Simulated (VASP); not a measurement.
Input of a VASP 6.6.1 run:

INCAR

```
ALGO = Normal ; DIPOL = 0.5 0.5 0.316
EDIFF = 1E-6 ; ENCUT = 400
GGA = PE ; GGA_COMPAT = False
IDIPOL = 3 ; ISIF = 2
ISMEAR = 0 ; IVDW = 12
LASPH = True ; LCHARG = False
LDIPOL = True ; LREAL = False
LWAVE = False ; NBANDS = 12
NELM = 120 ; NELMDL = -8
PREC = Accurate ; SIGMA = 0.04
```

The input KPOINTS:

```
k-points
0
Gamma
  12 12 1
```

The input POSCAR:

```
Sb
1.0
    4.0685005145      0.0000000000      0.0000000000
   -2.0342502572      3.5234248009      0.0000000000
    0.0000000000      0.0000000000     26.8700000000
Sb
2
Direct
    0.3333333333      0.6666666667      0.2854168360
    0.6666666667      0.3333333333      0.3468613465
```

Potentials or basis: VASP PAW PBE potentials, release 64 (Sb).

The run is started by

```sh
$ cat potpaw_PBE.64/Sb/POTCAR > POTCAR
$ mpirun -np 1 vasp_std > vasp.out
```

What does it give for the dispersion energy per atom?

-0.237 eV.

What does it give for the largest force?

0.081 eV/Å.

What does it give for the band gap on the k mesh?

1.18 eV, indirect (least direct gap 1.64 eV).

Forces on the atoms (eV/Å):
```
Sb   0.000  0.000 -0.081
Sb   0.000  0.000  0.081
```

Caveat: spin-orbit coupling is left out, which moves the levels of the heavy elements.
